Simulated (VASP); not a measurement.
# SiO2: single point with PBE

Crystal: SiO2.

```
CELL_PARAMETERS angstrom
-4.47204 4.47204 2.61177
4.47204 -4.47204 2.61177
4.47204 4.47204 -2.61177
ATOMIC_POSITIONS crystal
Si 0.82311 0.82311 0.64622
Si 0.17689 0.82311 0.00000
Si 0.82311 0.17689 0.00000
Si 0.17689 0.17689 0.35378
O 0.00000 0.79145 0.79145
O 0.20855 0.00000 0.20855
O 0.79145 0.00000 0.79145
O 0.00000 0.20855 0.20855
O 0.00000 0.00000 0.50000
O 0.50000 0.00000 0.00000
O 0.00000 0.50000 0.00000
O 0.50000 0.50000 0.50000
```

```
Program                : VASP 6.6.1
Task                   : single point
Functional             : PBE
Potentials or basis    : VASP PAW PBE potentials, release 64 (Si, O)
Cutoff                 : 520 eV
k mesh                 : 3 × 3 × 3
Occupations            : fermi-dirac, width 0.05 eV
Spin                   : no spin polarisation
Dipole correction      : no
Further INCAR settings : ALGO = Normal; EDIFF = 1e-06; NBANDS = 44
```

```
Pressure               : 3.7 GPa
Largest force          : 0.204 eV/Å
Band gap on the k mesh : 5.46 eV, indirect (the least direct gap lies 3.4 meV higher)
```

Forces on the atoms (eV/Å):
```
Si   0.011  0.011  0.000
Si   0.011 -0.011  0.000
Si  -0.011  0.011  0.000
Si  -0.011 -0.011  0.000
O   -0.204  0.000  0.000
O    0.000  0.204  0.000
O    0.000 -0.204  0.000
O    0.204  0.000  0.000
O    0.000  0.000  0.000
O    0.000  0.000  0.000
O    0.000  0.000  0.000
O    0.000  0.000  0.000
```

Stress tensor (GPa, compression positive):
```
3.64 0.00 0.00
0.00 3.64 0.00
0.00 0.00 3.84
```

Levels at points of the mesh, in eV from the valence-band top:
```
           k point  band 28  band 29  band 30  band 31  band 32  band 33  band 34  band 35  band 36  band 37
(0.00, 0.00, 0.00)    -1.36    -0.82    -0.66    -0.01     0.00     5.46     8.36     8.61     8.90     9.21
```

Run time: 43 s on 1 thread of Intel(R) Xeon(R) 6975P-C (Granite Rapids), on a shared host, peak memory 0.38 GiB.

Caveat: the k points lie up to 0.46 Å⁻¹ apart.
